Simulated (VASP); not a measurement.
Set up this calculation in VASP 6.6.1, as the native input.

| Item | Value |
| --- | --- |
| Task | single point |
| Functional | LDA |
| Potentials or basis | VASP PAW LDA potentials, release 64 (Si, O) |
| Cutoff | 520 eV |
| k mesh | 1 × 1 × 1 |
| Occupations | fermi-dirac, width 0.05 eV |
| Spin | no spin polarisation |
| Dipole correction | no |
| Further INCAR settings | LREAL = Auto; ALGO = Normal; EDIFF = 1e-06; NBANDS = 154 |

The structure of Si16O31 (a cell with a defect) lies in POSCAR:

```
Si16O31
1.0
    9.9160140000      0.0000000000      0.0000000000
    0.0000000000      8.7413230000      0.0000000000
    0.0000000000      0.0000000000      8.6786430000
Si O
16 31
Direct
    0.4741465674      0.1745023036      0.1733055502
    0.0107856847      0.8417570201      0.1855507825
    0.2339331106      0.3396179274      0.3097400135
    0.4748032829      0.1624679697      0.8131856559
    0.0311393267      0.8220701832      0.8218461112
    0.2269293892      0.3167703562      0.6630026146
    0.2850187585      0.6984400416      0.3160722247
    0.2846553061      0.6734853523      0.6757246496
    0.9854572614      0.1925277215      0.1706966170
    0.4756524144      0.8183437450      0.1987438589
    0.7294644804      0.3256908594      0.3165387722
    0.9801228599      0.1700965632      0.8096681705
    0.5240152949      0.8130968276      0.8358668515
    0.7265969975      0.3140185988      0.6755538856
    0.7508230626      0.6825534304      0.3355516525
    0.7750740368      0.6682885417      0.6963894010
    0.0006628672      0.8142689613      0.0030796289
    0.2819111591      0.5145894963      0.2920181185
    0.2797364949      0.7318079883      0.4997931128
    0.5083967207      0.1864522110     -0.0071952493
    0.0725612126      0.2789411854      0.7044458448
    0.4363419616      0.6947706886      0.7362895328
    0.0104726556     -0.0047551154      0.7650394192
    0.3234685832      0.2367920737      0.1964057054
    0.1475686702      0.7648744933      0.2443551371
    0.2489292573      0.4958517149      0.6911594359
    0.1832854411      0.7712594535      0.7823534163
    0.0786522689      0.3160490695      0.2590362341
    0.3230224362      0.2137888052      0.7712803718
    0.2549512334      0.2806766207      0.4840136874
    0.0186544714      0.0211454262      0.2267281878
    0.6140669023      0.7509214566      0.2667300637
    0.4796750993      0.7965314861      0.0134239881
    0.7568485684      0.5046257872      0.2896210848
    0.7448910419      0.7069002026      0.5188813505
    1.0108206786      0.2032151197     -0.0117267181
    0.5732991099      0.2672537098      0.7112927678
    0.9298910833      0.7085718031      0.7332565702
    0.4958872587     -0.0159440396      0.7743359186
    0.8302632489      0.2289976014      0.2093816971
    0.7501578759      0.4890482825      0.7249749759
    0.6803048080      0.7686603046      0.8093219182
    0.5776749609      0.2792549823      0.2698325072
    0.8242348185      0.2055802079      0.7747480799
    0.7555247502      0.2878055187      0.4952910265
    0.4771546309      0.0004895140      0.2339546632
    0.8810020841      0.7673468879      0.2666986071
```

One way to write it, as run:

INCAR

```
ALGO = Normal
EDIFF = 1E-6
ENCUT = 520
GGA = CA
ISIF = 2
ISMEAR = -1
LASPH = True
LCHARG = False
LREAL = Auto
LWAVE = False
NBANDS = 154
NELM = 60
PREC = Accurate
SIGMA = 0.05
```

KPOINTS

```
k-points
0
Gamma
  1 1 1
```

Potentials or basis: VASP PAW LDA potentials, release 64 (Si, O).

Launch:

```sh
$ cat potpaw_LDA.64/Si/POTCAR potpaw_LDA.64/O/POTCAR > POTCAR
$ mpirun -np 1 vasp_gam > vasp.out
```

Results of the run:

```json
{
 "Pressure": "-0.1 GPa",
 "Largest force": "0.094 eV/Å",
 "Band gap on the k mesh": "5.43 eV"
}
```

Caveat: the k points lie up to 0.72 Å⁻¹ apart.

Wall time 5 min on 1 thread of Intel(R) Xeon(R) Platinum 8488C (Sapphire Rapids), on a shared host, peak memory 0.49 GiB.
